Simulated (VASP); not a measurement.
# H18CO9 in VASP: notebook

The runs below take H18CO9 through single point, with PBE+D3(BJ).

Program: VASP 6.6.1. These are calculated values, not measurements. Logs are shortened: lines on timing, memory, paths and dates and some standing lists are left out, and cuts for length are marked.

### Step 1. The cell of the first run

The cell holds an amorphous packing of atoms, 28 atoms: a = 6.702 Å, b = 6.702 Å, c = 6.702 Å, α = 90.00°, β = 90.00°, γ = 90.00°.

### Step 2. Single point, PBE+D3(BJ)

Contents of INCAR:

```
PREC = Accurate
ENCUT = 520
EDIFF = 1E-6
ISMEAR = -1
SIGMA = 0.05
LREAL = Auto
LASPH = True
NELM = 100
ALGO = Normal
ISIF = 2
LWAVE = False
LCHARG = False
GGA = PE
IVDW = 12
NBANDS = 58
```

Contents of KPOINTS:

```
regular mesh
0
Gamma
  1 1 1
```

Contents of POSCAR:

```
H18CO9
1.0
    6.7017590000      0.0000000000      0.0000000000
    0.0000000000      6.7017590000      0.0000000000
    0.0000000000      0.0000000000      6.7017590000
O H C
9 18 1
Direct
    0.0889467974     -0.1017941708      1.0989801334
    0.4940046337      0.8497470589      0.8304983811
    0.0701606847      0.5424098360      0.1548996316
    0.6777325177      0.4230232690      0.0005371724
    0.8090562493      0.6389665758      0.4876480936
    1.1208102231      0.0220837544      0.6803885368
    0.5024501776      0.2707498136      0.6698987534
    0.3637850899      0.2553657928      0.1409928349
    0.1496323577      0.6390710260      0.7064115555
   -0.0504345203     -0.1045546401      1.1294348245
    0.1452454497     -0.2207330941      1.1406706806
    0.4482554505      0.9116561786      0.7059191475
    0.3644117910      0.7879573109      0.8970480735
    0.1565111488      0.4329460370      0.0952884161
   -0.0138172680      0.5531532841      0.0392135856
    0.5896959291      0.4091910795     -0.1166559406
    0.6393097693      0.5495870562      0.0475099149
    0.7015471610      0.7252125897      0.4462559755
    0.7956120177      0.5026292351      0.4534630386
    1.0829544900     -0.0447345242      0.8103544159
    1.0678390554     -0.0893198338      0.5699548432
    0.4032075758      0.1686422923      0.6507246829
    0.6191807255      0.1841158418      0.7002639158
    0.4953326433      0.2705856776      0.1341140438
    0.3134997842      0.1177302854      0.1357106396
    0.3307340655      0.5180729417      0.4741889405
    0.1413509498      0.3597413754      0.5620912360
    0.2053639947      0.5168941467      0.5854582357
```

Potentials or basis: VASP PAW PBE potentials, release 64 (O, H, C).

Run with:

```sh
$ cat potpaw_PBE.64/O/POTCAR potpaw_PBE.64/H/POTCAR potpaw_PBE.64/C/POTCAR > POTCAR
$ mpirun -np 1 vasp_gam > vasp.out
```

OUTCAR:

```text
PREC = Accurate
   ENCUT = 520
   EDIFF = 1E-6
   ISMEAR = -1
   LREAL = Auto
   LASPH = True
   NELM = 100
   ISIF = 2
   GGA = PE
   IVDW = 12
 IVDW          = 12

 ion  position               nearest neighbor table
   1  0.089  0.898  0.099-  11 0.93  10 0.96
   2  0.494  0.850  0.830-  12 0.98  13 1.06
   3  0.070  0.542  0.155-  15 0.96  14 1.02
   4  0.678  0.423  0.001-  17 0.94  16 0.99
   5  0.809  0.639  0.488-  19 0.95  18 0.96
   6  0.121  0.022  0.680-  20 1.01  21 1.11
   7  0.502  0.271  0.670-  22 0.96  23 1.00
   8  0.364  0.255  0.141-  24 0.89  25 0.98
   9  0.150  0.639  0.706-  28 1.21
  10  0.950  0.895  0.129-   1 0.96
  11  0.145  0.779  0.141-   1 0.93
  12  0.448  0.912  0.706-   2 0.98
  13  0.364  0.788  0.897-   2 1.06
  14  0.157  0.433  0.095-   3 1.02
[... 11 lines left out ...]
  26  0.331  0.518  0.474-  28 1.12
  27  0.141  0.360  0.562-  28 1.15
  28  0.205  0.517  0.585-  26 1.12  27 1.15   9 1.21

  LATTYP: Found a simple cubic cell.
 ALAT       =     6.7017590000

  Lattice vectors:

 A1 = (   6.7017590000,   0.0000000000,   0.0000000000)
 A2 = (   0.0000000000,   6.7017590000,   0.0000000000)
 A3 = (   0.0000000000,   0.0000000000,   6.7017590000)

Analysis of symmetry for initial positions (statically):
=====================================================================
 Subroutine PRICEL returns:
 Original cell was already a primitive cell.

 Routine SETGRP: Setting up the symmetry group for a
 simple cubic supercell.

 Subroutine GETGRP returns: Found  1 space group operations
 (whereof  1 operations were pure point group operations)
 out of a pool of 48 trial point group operations.

The static configuration has the point symmetry C_1 .

Analysis of symmetry for dynamics (positions and initial velocities):
=====================================================================
 Subroutine PRICEL returns:
 Original cell was already a primitive cell.

 Routine SETGRP: Setting up the symmetry group for a
 simple cubic supercell.

 Subroutine GETGRP returns: Found  1 space group operations
 (whereof  1 operations were pure point group operations)
 out of a pool of 48 trial point group operations.

The dynamic configuration has the point symmetry C_1 .

 Subroutine INISYM returns: Found  1 space group operations
 (whereof  1 operations are pure point group operations),
 and found     1 'primitive' translations

----------------------------------------------------------------------------------------

                                     Primitive cell

  volume of cell :     300.9999

  direct lattice vectors                    reciprocal lattice vectors
     6.701759000  0.000000000  0.000000000     0.149214557  0.000000000  0.000000000
     0.000000000  6.701759000  0.000000000     0.000000000  0.149214557  0.000000000
     0.000000000  0.000000000  6.701759000     0.000000000  0.000000000  0.149214557

  length of vectors
     6.701759000  6.701759000  6.701759000     0.149214557  0.149214557  0.149214557

  position of ions in fractional coordinates (direct lattice)
     0.088946797  0.898205829  0.098980133
     0.494004634  0.849747059  0.830498381
     0.070160685  0.542409836  0.154899632
     0.677732518  0.423023269  0.000537172
     0.809056249  0.638966576  0.487648094
     0.120810223  0.022083754  0.680388537
[... 20 lines left out ...]
     0.141350950  0.359741375  0.562091236
     0.205363995  0.516894147  0.585458236

  ion indices of the primitive-cell ions
   primitive index   ion index
                 1           1
                 2           2
                 3           3
                 4           4
                 5           5
                 6           6
[... 20 lines left out ...]
                27          27
                28          28

----------------------------------------------------------------------------------------

 KPOINTS: regular mesh

Automatic generation of k-mesh.
 Grid dimensions read from file:
 generate k-points for:    1    1    1

 Generating k-lattice:

  Cartesian coordinates                     Fractional coordinates (reciprocal lattice)
     0.149214557  0.000000000  0.000000000     1.000000000  0.000000000  0.000000000
     0.000000000  0.149214557  0.000000000     0.000000000  1.000000000  0.000000000
     0.000000000  0.000000000  0.149214557     0.000000000  0.000000000  1.000000000

  Length of vectors
     0.149214557  0.149214557  0.149214557

  Shift w.r.t. Gamma in fractional coordinates (k-lattice)
     0.000000000  0.000000000  0.000000000

 Subroutine IBZKPT returns following result:
 ===========================================

 Found      1 irreducible k-points:

 Following reciprocal coordinates:
            Coordinates               Weight
  0.000000  0.000000  0.000000      1.000000
   k-points           NKPTS =      1   k-points in BZ     NKDIM =      1   number of bands    NBANDS=     58
   number of dos      NEDOS =    301   number of ions     NIONS =     28
   total plane-waves  NPLWV = 125000
   dimension x,y,z NGX =    50 NGY =   50 NGZ =   50
   dimension x,y,z NGXF=   100 NGYF=  100 NGZF=  100
   ions per type =               9  18   1
   NGX,Y,Z   is equivalent  to a cutoff of  12.40, 12.40, 12.40 a.u.
   NGXF,Y,Z  is equivalent  to a cutoff of  24.81, 24.81, 24.81 a.u.
 SYSTEM =  unknown system
   PREC   = accura    normal or accurate (medium, high low for compatibility)
   ISTART =      0    job   : 0-new  1-cont  2-samecut
   ICHARG =      2    charge: 1-file 2-atom 10-const
   ISPIN  =      1    spin polarized calculation?
   LNONCOLLINEAR =      F non collinear calculations
   LSORBIT =      F    spin-orbit coupling
   LASPH  =      T    aspherical Exc in radial PAW
   ENCUT  =  520.0 eV  38.22 Ry    6.18 a.u.  12.46 12.46 12.46*2*pi/ulx,y,z
   NELM   =    100;   NELMIN=  2; NELMDL= -5     # of ELM steps
   EDIFF  = 0.1E-05   stopping-criterion for ELM
   LREAL  =      T    real-space projection
   EDIFFG = 0.1E-04   stopping-criterion for IOM
   NSW    =      0    number of steps for IOM
   IBRION =     -1    ionic relax: 0-MD 1-quasi-New 2-CG
   NFREE  =      0    steps in history (QN), initial steepest desc. (CG)
   ISIF   =      2    stress and relaxation
   ISYM   =      2    0-nonsym 1-usesym 2-fastsym
   POTIM  = 0.5000    time-step for ionic-motion
   TEBEG  =    0.0;   TEEND  =   0.0 temperature during run
   PSTRESS=    0.0 pullay stress
   NELECT =      76.0000    total number of electrons
   NUPDOWN=      -1.0000    fix difference up-down
   EMIN   =  10.00;   EMAX   =-10.00  energy-range for DOS
   EFERMI =   0.00;   METHOD = LEGACY
   ISMEAR =    -1;   SIGMA  =   0.05  broadening in eV -4-tet -1-fermi 0-gaus
   EFERMI_NEDOS =   21; number of points for ismear=-14 and -15
   IALGO  =     38    algorithm
   IMIX   =      4    mixing-type and parameters
     AMIX     =   0.40;   BMIX     =  1.00
     AMIX_MAG =   1.60;   BMIX_MAG =  1.00
  volume/ion in A,a.u.               =      10.75        72.54
  Fermi-wavevector in a.u.,A,eV,Ry     =   1.034722  1.955342 14.567086  1.070651
  Thomas-Fermi vector in A             =   2.169031
   LORBIT       =      0    0 simple, 1 ext, 2 COOP (PROOUT), +10 PAW based schemes
   GGA     = PE    functional components
   LHFCALC =     F    Hartree Fock is set to
   AEXX    =    0.0000 exact exchange contribution
   IVDW    =    12    specifies the selected vdW correction
   LEPSILON=     F    determine dielectric tensor
   LRPA    =     F    only Hartree local field effects (RPA)
 non-spin polarized calculation
  energy-cutoff  :      520.00
  volume of cell :      301.00
 maximum number of plane-waves:      4109
 NGX is ok and might be reduce to    50
   NGX = 25   NGY = 25   NGZ = 25

 number of electron      75.9999960 magnetization

 Free energy of the ion-electron system (eV)
  ---------------------------------------------------
  ext. energy  EPLUGINS =         0.00000000
  ---------------------------------------------------
  free energy    TOTEN  =      -135.74313379 eV

  energy without entropy =     -135.74313379  energy(sigma->0) =     -135.74313379

 E-fermi :  -1.5288     XC(G=0):  -6.6560

 val. band max:       -2.7523221856   @ k =   0.0000   0.0000   0.0000
 cond. band min:       0.5886804929   @ k =   0.0000   0.0000   0.0000
 fundamental gap:      3.3410026786
 Fermi energy:        -1.5288244271

 k-point     1 :       0.0000    0.0000    0.0000
  band No.  band energies     occupation
      1     -23.4130      2.00000
      2     -22.8438      2.00000
      3     -22.7555      2.00000
      4     -22.3938      2.00000
      5     -22.1458      2.00000
      6     -21.8850      2.00000
[... 42 lines left out ...]
     49       5.8065      0.00000
     50       5.9522      0.00000
 [bands above 50 left out]

------------------------ aborting loop because EDIFF is reached ----------------------------------------

 Edisp (eV)   -0.97232

 E8    (eV) :    -0.2058

  FORCE on cell =-STRESS in cart. coord.  units (eV):
  Direction    XX          YY          ZZ          XY          YZ          ZX
  --------------------------------------------------------------------------------------
  -------------------------------------------------------------------------------------
  Total       6.15305     6.25474    -2.88770    -1.94973    -2.02502     1.51906
  in kB      32.75177    33.29304   -15.37081   -10.37810   -10.77886     8.08571
  external pressure =       16.89 kB  Pullay stress =        0.00 kB

 VOLUME and BASIS-vectors are now :
 -----------------------------------------------------------------------------
  energy-cutoff  :      520.00
  volume of cell :      301.00
      direct lattice vectors                 reciprocal lattice vectors
     6.701759000  0.000000000  0.000000000     0.149214557  0.000000000  0.000000000
     0.000000000  6.701759000  0.000000000     0.000000000  0.149214557  0.000000000
     0.000000000  0.000000000  6.701759000     0.000000000  0.000000000  0.149214557

 POSITION                                       TOTAL-FORCE (eV/Angst)
 -----------------------------------------------------------------------------------
      0.59610      6.01956      0.66334        -0.134084      4.403609     -1.450347
      3.31070      5.69480      5.56580        -1.551347     -1.123024      1.564889
      0.47020      3.63510      1.03810         1.405714     -2.146941     -0.620147
      4.54200      2.83500      0.00360         0.528336     -1.060860     -0.703658
      5.42210      4.28220      3.26810         0.772541      1.919564      0.712127
      0.80964      0.14800      4.55980        -1.668180     -2.424895     -2.208864
[... 20 lines left out ...]
      0.94730      2.41090      3.76700        -0.431815      0.728174      0.811594
      1.37630      3.46410      3.92360         0.164624     -2.146984     -1.024786
 -----------------------------------------------------------------------------------
    total drift:                                0.017244     -0.012611      0.003656

  FREE ENERGIE OF THE ION-ELECTRON SYSTEM (eV)
  ---------------------------------------------------
  free  energy   TOTEN  =      -136.7154548431 eV

  energy  without entropy=     -136.7154548431  energy(sigma->0) =     -136.71545484
```

Run time: 51 s. Hardware: 1 thread of Intel Xeon Platinum 8259CL at 2.50GHz (Skylake/Cascade Lake), shared host; peak memory 0.32 GiB.

What came out:

```yaml
Free_energy: -136.7155 eV
Pressure: 1.7 GPa
Largest_force: 6.944 eV/Å
Band_gap_on_the_k_mesh: 3.34 eV
Dispersion_energy_per_atom: -0.035 eV
```

Forces on the atoms (eV/Å):
```
O   -0.134  4.404 -1.450
O   -1.551 -1.123  1.565
O    1.406 -2.147 -0.620
O    0.528 -1.061 -0.704
O    0.773  1.920  0.712
O   -1.668 -2.425 -2.209
O    1.771 -0.602 -0.089
O   -6.829 -0.979  0.792
O    0.293 -0.576  0.061
H   -0.495 -0.138  0.284
H    0.550 -3.151  1.028
H   -0.546 -0.630  0.642
H    2.302  1.413 -1.943
H    0.077  0.549  1.353
H   -1.098  0.365 -0.549
H    0.120 -0.258 -0.106
H   -0.232  1.712  0.704
H   -0.484 -0.674 -0.153
H   -0.692 -0.960 -0.673
H    0.480  0.539 -0.936
H    1.313  2.677  2.924
H   -1.358 -0.134  0.052
H   -0.339  0.741 -0.087
H    5.695  0.270 -0.599
H    0.356  0.401 -0.084
H    0.031  1.286  0.298
H   -0.432  0.728  0.812
C    0.165 -2.147 -1.025
```

Caveat: the k points lie up to 0.94 Å⁻¹ apart.

(Part 1 of 3 ends here.)
